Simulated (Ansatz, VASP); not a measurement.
# Bi2Se3: VASP beside Ansatz

The input INCAR:

```
PREC = Accurate ; ENCUT = 520
EDIFF = 1E-8 ; ISMEAR = -1
SIGMA = 0.03 ; LREAL = F
LASPH = T ; NELM = 80
ALGO = Normal ; ISIF = 2
LWAVE = F ; LCHARG = F
GGA = PE ; LEFG = T
NBANDS = 32
```

File KPOINTS:

```
regular mesh
0
Gamma
  6 6 6
```

File POSCAR:

```
Bi2Se3
1.0
    2.0435026311      1.1798167941      9.4163232398
   -2.0435026311      1.1798167941      9.4163232398
    0.0000000000     -2.3596335883      9.4163232398
Bi Se
2 3
Direct
    0.4008000000      0.4008000000      0.4008000000
    0.5992000000      0.5992000000      0.5992000000
    0.0000000000      0.0000000000      0.0000000000
    0.2117000000      0.2117000000      0.2117000000
    0.7883000000      0.7883000000      0.7883000000
```

Input for Ansatz:

```yaml
crystal:
  lattice:
    - [2.0435026311, 1.1798167941, 9.4163232398]
    - [-2.0435026311, 1.1798167941, 9.4163232398]
    - [0.0, -2.3596335883, 9.4163232398]
  atoms:
    - { symbol: Bi, position: [0.4008, 0.4008, 0.4008] }
    - { symbol: Bi, position: [0.5992, 0.5992, 0.5992] }
    - { symbol: Se, position: [0.0, 0.0, 0.0] }
    - { symbol: Se, position: [0.2117, 0.2117, 0.2117] }
    - { symbol: Se, position: [0.7883, 0.7883, 0.7883] }
kpoints:
  mp_grid: { grid: [6, 6, 6] }
scf:
  occupations: { method: fermi_dirac, width: 0.03 }
hamiltonian:
  xc: pbe
  pseudopotentials: { kind: all_electron, datasets: crystal }
output:
  forces: true
  stress: true
  eigenvalues: true
  efg: { contact_densities: true }
```

Change from the starting cell: volume scaled by 0.96, crystal datasets.

Alike in both runs: task electric field gradients; functional PBE; k mesh 6 × 6 × 6; occupations fermi-dirac, width 0.03 eV; no spin polarisation.

|  | VASP | Ansatz |
| --- | --- | --- |
| version | VASP 6.6.1 | Ansatz 0.2.0 |
| potentials or method | VASP PAW PBE potentials, release 64 (Bi_d, Se), cutoff 520 eV | all-electron PAW with datasets made for the crystal, scalar-relativistic |

VASP gave:

```
pressure (GPa)                                       : 5.6
rms of the force components (eV/Å)                   : 0.226
size of Vzz on the site where it differs most (V/Å²) : 5.0
```

Question: Estimate Ansatz's values.

Answer: Pressure (GPa): 5.5; rms of the force components (eV/Å): 0.220; size of Vzz on the site where it differs most (V/Å²): 1.4.

Atom by atom the forces differ by 0.006 eV/Å (rms over components). Ansatz ran all-electron here, and VASP with PAW potentials.

Neither program's run includes spin-orbit coupling.
